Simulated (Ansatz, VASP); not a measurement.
Si3Cl2 in VASP and in Ansatz

```
CELL_PARAMETERS angstrom
5.01165 0.00000 0.00000
-2.50582 4.34021 0.00000
0.00000 0.00000 8.20102
ATOMIC_POSITIONS crystal
Si 0.82383 0.17617 0.50000
Si 0.82383 0.64767 0.50000
Si 0.35233 0.17617 0.50000
Cl 0.66667 0.33333 0.21928
Cl 0.66667 0.33333 0.78072
```

Alike in both runs: functional PBE; k mesh 4 × 4 × 3; occupations gaussian, width 0.2 eV; no spin polarisation.

Ansatz relaxed the structure, and its values are those at the end. VASP's run is a single point on that final structure, the one shown.

|  | VASP | Ansatz |
| --- | --- | --- |
| version | VASP 6.6.1 | Ansatz 0.2.0 |
| potentials or method | VASP PAW PBE potentials, release 64 (Si, Cl), cutoff 500 eV | scalar-relativistic, plane waves, PAW |
| valence electrons in the cell | 26 | 26 |

|  | VASP | Ansatz | Ansatz less VASP |
| --- | --- | --- | --- |
| gap on the k mesh at the Fermi level (eV) | none | none | - |
| pressure (GPa) | 0.2 | 0.2 | +0.04 |
| rms of the force components (eV/Å) | 0.003 | 0.005 | +0.0024 |

A gap of «none» marks a metal or a gap that the smearing closes.

The k mesh is coarse, so the values compare programs but aren't converged.
